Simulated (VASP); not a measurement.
Input of a VASP 6.6.1 run:

Contents of INCAR:

```
ALGO     = Normal         # electronic algorithm
EDIFF    = 1E-6           # SCF threshold, eV
EDIFFG   = -0.01          # ionic threshold
ENCUT    = 600            # plane-wave cutoff, eV
GGA      = CA             # functional
IBRION   = 2              # ionic algorithm
ISIF     = 3              # what is computed and relaxed
ISMEAR   = 1              # smearing method
LASPH    = True           # aspherical terms in the spheres
LCHARG   = False          # write CHGCAR
LREAL    = False          # projectors in reciprocal space
LWAVE    = False          # write WAVECAR
NELM     = 80             # most SCF steps
NSW      = 80             # ionic steps
PREC     = Accurate       # precision mode
SIGMA    = 0.05           # smearing width, eV
```

KPOINTS

```
k-points
0
Gamma
  10 10 10
```

Contents of POSCAR:

```
Pt
1.0
    0.0000000000      1.9609000000      1.9609000000
    1.9609000000      0.0000000000      1.9609000000
    1.9609000000      1.9609000000      0.0000000000
Pt
1
Direct
    0.0000000000      0.0000000000      0.0000000000
```

Potentials or basis: VASP PAW LDA potentials, release 64 (Pt).

Run with:

```console
$ cat potpaw_LDA.64/Pt/POTCAR > POTCAR
$ mpirun -np 1 vasp_std > vasp.out
```

Problem. Predict the band gap on the k mesh.

Solution. Zero (band 5 reaches 12.02 eV, above the bottom of band 6 at 9.75 eV).

Problem. Predict the relaxed volume.

Solution. 14.80 Å³/atom.

Problem. What does it give for the space group after relaxing (to 0.05 Å)?

Solution. Fm-3m (No. 225).

Problem. Estimate the relaxed cell.

Solution. a = 2.756 Å, b = 2.756 Å, c = 2.756 Å, α = 60.00°, β = 60.00°, γ = 60.00°.

The path:
```
step  energy change (eV)  largest force (eV/Å)  pressure (GPa)  volume (Å³)
   1              0.0000                0.0000           -5.43        15.08
   2              0.0434                0.0000           20.17        13.99
   3             -0.0048                0.0000           -0.13        14.81
   4             -0.0048                0.0000           -0.01        14.80
```

Caveat: spin-orbit coupling is left out, which moves the levels of the heavy elements. Zero-point motion and thermal expansion aren't in these numbers.
